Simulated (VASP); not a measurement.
A run of VASP 6.6.1 is set up as follows.

File INCAR:

```
SYSTEM = Mg
PREC = Accurate
ENCUT = 520
EDIFF = 1E-6
ISMEAR = 1
SIGMA = 0.05
LREAL = .FALSE.
LASPH = .TRUE.
NELM = 150
ALGO = Normal
ISIF = 2
LWAVE = .FALSE.
LCHARG = .TRUE.
LNONCOLLINEAR = .TRUE.
MAGMOM = 0.5 0 0 -0.5 0 0
LORBIT = 11
GGA = PE
IVDW = 12
LVHAR = .TRUE.
NBANDS = 16
```

Contents of KPOINTS:

```
regular mesh
0
G
  8 8 4
  0 0 0
```

The input POSCAR:

```
Mg
1.0
    3.2093000000      0.0000000000      0.0000000000
   -1.6046500000      2.7793353284      0.0000000000
    0.0000000000      0.0000000000      5.2103000000
Mg
2
Direct
    0.6666666667      0.3333333333      0.7500000000
    0.3333333333      0.6666666667      0.2500000000
```

Potentials or basis: VASP PAW PBE potentials, release 64 (Mg).

The run is started by

```bash
$ cat potpaw_PBE.64/Mg/POTCAR > POTCAR
$ mpirun -np 1 vasp_ncl > vasp.out
```

Question: What does it give for the dispersion energy per atom?

Answer: -0.280 eV.

Question: Predict the pressure.

Answer: -2.5 GPa.

Question: What does it give for the net moment?

Answer: 0.00 μB per cell.

Question: What does it give for the band gap on the k mesh?

Answer: Zero (band 4 reaches 3.57 eV, above the bottom of band 5 at 1.33 eV).

Moments on the atoms (μB; x, y, z):
```
Mg  0.00 0.00 0.00
Mg  0.00 0.00 0.00
```

Caveat: pairwise dispersion overbinds metals, which lowers pressure and volume.
